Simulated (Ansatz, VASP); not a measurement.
# One calculation of IrS, two programs

Contents of POSCAR:

```
IrS
1.0
    0.0000000000      2.4605182162      2.4605182162
    2.4605182162      0.0000000000      2.4605182162
    2.4605182162      2.4605182162      0.0000000000
Ir S
1 1
Direct
    0.5000000000      0.5000000000      0.5000000000
    0.0000000000      0.0000000000      0.0000000000
```

Contents of INCAR.step1:

```
SYSTEM = IrS
  PREC = Accurate
  ENCUT = 620
  ISMEAR = 0
  SIGMA = 0.05
  LREAL = .False.
  LASPH = .True.
  NELM = 120
  NBANDS = 18
  GGA = PE
  ALGO = Normal
  EDIFF = 1E-5
  LWAVE = .True.
  LCHARG = .False.
  GGA_COMPAT = .False.
```

INCAR.step2

```
SYSTEM = IrS
  PREC = Accurate
  ENCUT = 620
  EDIFF = 1E-6
  ISMEAR = 0
  SIGMA = 0.05
  LREAL = .False.
  LASPH = .True.
  NELM = 120
  ALGO = Normal
  ISIF = 2
  LWAVE = .False.
  LCHARG = .True.
  METAGGA = R2SCAN
  LMIXTAU = .True.
  LELF = .True.
  LVHAR = .True.
  NBANDS = 18
  ISTART = 1
  GGA_COMPAT = .False.
```

The input KPOINTS:

```
regular mesh
0
Gamma
  12 12 12
  0 0 0
```

Input for Ansatz:

```yaml
crystal:
  lattice:
    - [0.0, 2.4605182162, 2.4605182162]
    - [2.4605182162, 0.0, 2.4605182162]
    - [2.4605182162, 2.4605182162, 0.0]
  atoms:
    - { symbol: Ir, position: [0.5, 0.5, 0.5] }
    - { symbol: S, position: [0.0, 0.0, 0.0] }
basis:
  ecutwfc: 500
  ecutrho_ratio: 4
kpoints:
  mp_grid: { grid: [12, 12, 12] }
  band_path:
    path:
      - [[0.0, 0.0, 0.0], [0.5, 0.0, 0.5], [0.625, 0.25, 0.625]]
      - [[0.375, 0.375, 0.75], [0.0, 0.0, 0.0], [0.5, 0.5, 0.5], [0.5, 0.25, 0.75], [0.5, 0.0, 0.5]]
    npoints: 14
hamiltonian:
  xc: r2scan
scf:
  occupations: { method: gaussian, width: 0.05 }
  n_extra_bands: 11
output:
  forces: true
  stress: true
  eigenvalues: true
  populations: true
  dos: { projected: true, de: 0.02, nscf_kmesh: { grid: [18, 18, 18] } }
  bader: true
  write_density: true
  write_potential: true
  elf: true
  volumetric_format: npy
```

Alike in both runs: task single point; functional r2SCAN; k mesh 12 × 12 × 12; occupations gaussian, width 0.05 eV; no spin polarisation.

|  | VASP | Ansatz |
| --- | --- | --- |
| version | VASP 6.6.1 | Ansatz 0.2.0 |
| potentials or method | VASP PAW PBE potentials, release 64 (Ir_sv_GW, S), cutoff 620 eV | scalar-relativistic, plane waves, PAW |
| valence electrons in the cell | 23 | 23 |

|  | VASP | Ansatz | Ansatz less VASP |
| --- | --- | --- | --- |
| gap on the k mesh at the Fermi level (eV) | none | none | - |
| pressure (GPa) | -0.7 | 0.0 | +0.68 |

VASP's potentials were made for PBE, not for r2SCAN. A gap of «none» marks a metal or a gap that the smearing closes.

Spin-orbit coupling is off throughout.
